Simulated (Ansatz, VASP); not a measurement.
**SiC: VASP beside Ansatz**

```
CELL_PARAMETERS angstrom
3.09812 0.00000 0.00000
-1.54906 2.68305 0.00000
0.00000 0.00000 4.93272
ATOMIC_POSITIONS crystal
Si 0.33333 0.66667 0.25000
Si 0.66667 0.33333 0.75000
C 0.66667 0.33333 0.25000
C 0.33333 0.66667 0.75000
```

Change from the starting cell: biaxial_xy strain -1.2%.

Alike in both runs: task single point; functional r2SCAN; k mesh 12 × 12 × 6; occupations fermi-dirac, width 0.02 eV; no spin polarisation.

|  | VASP | Ansatz |
| --- | --- | --- |
| version | VASP 6.6.1 | Ansatz 0.2.0 |
| potentials or method | VASP PAW PBE potentials, release 64 (Si, C) | plane waves, PAW |
| plane-wave cutoff (eV) | 520 | 500 |
| valence electrons in the cell | 16 | 16 |

Ansatz gave:

```
pressure (GPa)                                                : 7.8
traceless stress, the component that is largest in VASP (GPa) : -5.54
```

**Question.** What did VASP give for the same quantities?

**Answer.** Pressure (GPa): 7.5; traceless stress, the component that is largest in VASP (GPa): -5.14.

VASP's potentials were made for PBE, not for r2SCAN.
